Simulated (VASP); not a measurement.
## HfN: single point with PBEsol

Crystal: HfN.

```
Hf N
1.0
     0.00000   -2.25080   -2.25080
     0.00000    2.25080   -2.25080
     4.50160    0.00000    0.00000
Hf N
2 2
Direct
  0.50431 0.49569 0.50000
  0.99569 0.00431 0.00000
  0.48749 0.51251 0.00000
  0.01251 0.98749 0.50000
```

This cell differs from its parent crystal: mode 4 frozen in at -0.021 Å and mode 11 at +0.045 Å (largest displacements).

```json
{"Program": "VASP 6.6.1", "Task": "single point", "Functional": "PBEsol", "Potentials or basis": "VASP PAW PBE potentials, release 64 (Hf_pv, N)", "Cutoff": "520 eV", "k mesh": "14 × 14 × 10", "Occupations": "gaussian, width 0.15 eV", "Spin": "no spin polarisation", "Dipole correction": "no", "Further INCAR settings": "ALGO = Normal; EDIFF = 1e-06; NBANDS = 23"}
```

The pressure is -2.0 GPa, the largest force is 0.613 eV/Å and the band gap on the k mesh is zero (band 15 reaches 11.63 eV, above the bottom of band 16 at 4.97 eV).

Forces on the atoms (eV/Å):
```
Hf   0.000 -0.015  0.000
Hf   0.000  0.015  0.000
N    0.000 -0.613  0.000
N    0.000  0.613  0.000
```

Stress tensor (GPa, compression positive):
```
-2.43  0.00  0.00
 0.00 -1.41  0.00
 0.00  0.00 -2.07
```

Levels at points of the mesh, in eV from the Fermi level:
```
           k point  band 13  band 14  band 15  band 16  band 17  band 18
(0.00, 0.00, 0.00)    -2.99    -2.98    -2.87    -0.37    -0.37    -0.36
(0.50, 0.00, 0.00)    -5.54    -5.11     1.45     1.94     2.23     2.49
(0.50, 0.50, 0.00)    -3.66    -3.66    -3.65    -3.32     4.16     4.16
(0.00, 0.00, 0.50)    -3.83    -3.83    -2.48    -2.48     2.79     2.79
(0.50, 0.00, 0.50)    -6.21    -6.21     3.34     3.34     3.72     3.72
(0.50, 0.50, 0.50)    -5.44    -5.44     1.10     1.10     1.14     1.14
```

Run time: 85 s on 1 thread of Intel(R) Xeon(R) 6975P-C (Granite Rapids), with other jobs on the host, peak memory 0.4 GiB.

Caveat: the cell differs from its parent crystal (mode 4 frozen in at -0.021 Å and mode 11 at +0.045 Å (largest displacements)); the PAW data sets were made with another functional, which shifts forces and pressure a little; spin-orbit coupling is left out, which moves the levels of the heavy elements.
